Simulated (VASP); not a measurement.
A run of VASP 6.6.1 is set up as follows.

File POSCAR:

```
Cu
1.0
    0.0000000000      1.6561405412      2.1529827035
    1.6561405412      0.0000000000      2.1529827035
    1.6561405412      1.6561405412      0.0000000000
Cu
1
Direct
    0.0000000000      0.0000000000      0.0000000000
```

File INCAR.step1:

```
ALGO     = Normal         # electronic algorithm
EDIFF    = 1E-4           # SCF threshold, eV
ENCUT    = 520            # plane-wave cutoff, eV
GGA      = PE             # functional
ISMEAR   = 0              # smearing method
LASPH    = True           # aspherical terms in the spheres
LCHARG   = False          # write CHGCAR
LREAL    = False          # projectors in reciprocal space
LWAVE    = True           # write WAVECAR
NBANDS   = 12             # bands
NELM     = 100            # most SCF steps
PREC     = Accurate       # precision mode
SIGMA    = 0.15           # smearing width, eV
```

File INCAR.step2:

```
ALGO     = Normal         # electronic algorithm
EDIFF    = 1E-6           # SCF threshold, eV
ENCUT    = 520            # plane-wave cutoff, eV
ISIF     = 2              # what is computed and relaxed
ISMEAR   = 0              # smearing method
ISTART   = 1            
LASPH    = True           # aspherical terms in the spheres
LCHARG   = False          # write CHGCAR
LMIXTAU  = True         
LREAL    = False          # projectors in reciprocal space
LWAVE    = False          # write WAVECAR
METAGGA  = R2SCAN         # meta-GGA
NBANDS   = 12             # bands
NELM     = 100            # most SCF steps
PREC     = Accurate       # precision mode
SIGMA    = 0.15           # smearing width, eV
```

KPOINTS

```
k-points
0
Gamma
  24 24 24
```

Potentials or basis: VASP PAW PBE potentials, release 64 (Cu).

Command:

```console
$ cat potpaw_PBE.64/Cu/POTCAR > POTCAR
$ cp INCAR.step1 INCAR
$ mpirun -np 1 vasp_std > vasp.out
$ cp INCAR.step2 INCAR
$ mpirun -np 1 vasp_std > vasp.out
```

Problem. Estimate the pressure.

Solution. 1.0 GPa.

Stress tensor (GPa, compression positive):
```
 10.76   0.00   0.00
  0.00  10.76   0.00
  0.00   0.00 -18.58
```

Caveat: the PAW data sets were made with another functional, which shifts forces and pressure a little.
